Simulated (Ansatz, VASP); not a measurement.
# Bi4F in VASP and in Ansatz

INCAR

```
PREC     = Accurate       # precision mode
ENCUT    = 520            # plane-wave cutoff, eV
EDIFF    = 1E-7           # SCF threshold, eV
ISMEAR   = 0              # smearing method
SIGMA    = 0.1            # smearing width, eV
LREAL    = False          # projectors in reciprocal space
LASPH    = True           # aspherical terms in the spheres
NELM     = 80             # most SCF steps
ALGO     = Normal         # electronic algorithm
ISIF     = 2              # what is computed and relaxed
LWAVE    = False          # write WAVECAR
LCHARG   = False          # write CHGCAR
GGA      = PE             # functional
NBANDS   = 42             # bands
```

KPOINTS

```
Automatic mesh
0
Gamma
  4 4 4
```

Contents of POSCAR:

```
Bi4F
1.0
    5.2923377100      0.0000000000      0.0000000000
    0.0000000000      5.2923377100      0.0000000000
    0.0000000000      0.0000000000      5.2923377100
Bi F
4 1
Direct
    0.2500000000      0.2500000000      0.2500000000
    0.7500000000      0.7500000000      0.2500000000
    0.2500000000      0.7500000000      0.7500000000
    0.7500000000      0.2500000000      0.7500000000
    0.0000000000      0.0000000000      0.0000000000
```

Input for Ansatz:

```yaml
crystal:
  lattice:
    - [5.29233771, 0.0, 0.0]
    - [0.0, 5.29233771, 0.0]
    - [0.0, 0.0, 5.29233771]
  atoms:
    - { symbol: Bi, position: [0.25, 0.25, 0.25] }
    - { symbol: Bi, position: [0.75, 0.75, 0.25] }
    - { symbol: Bi, position: [0.25, 0.75, 0.75] }
    - { symbol: Bi, position: [0.75, 0.25, 0.75] }
    - { symbol: F, position: [0.0, 0.0, 0.0] }
basis:
  ecutwfc: 420
kpoints:
  mp_grid: { grid: [4, 4, 4] }
hamiltonian:
  xc: pbe
scf:
  occupations: { method: gaussian, width: 0.1 }
  lower_state_search: "off"
output:
  forces: true
  stress: true
  eigenvalues: true
```

Change from the starting cell: species swapped into the SnI4 type (P-43m, No. 215).

Alike in both runs: task single point; functional PBE; k mesh 4 × 4 × 4; occupations gaussian, width 0.1 eV; no spin polarisation.

|  | VASP | Ansatz |
| --- | --- | --- |
| version | VASP 6.6.1 | Ansatz 0.2.0 |
| potentials or method | VASP PAW PBE potentials, release 64 (Bi_d, F), cutoff 520 eV | scalar-relativistic, plane waves, PAW |
| valence electrons in the cell | 67 | 67 |

|  | VASP | Ansatz | Ansatz less VASP |
| --- | --- | --- | --- |
| gap on the k mesh at the Fermi level (eV) | none | none | - |
| pressure (GPa) | 2.3 | 2.3 | +0.04 |

A gap of «none» marks a metal or a gap that the smearing closes.

Neither program's run includes spin-orbit coupling.
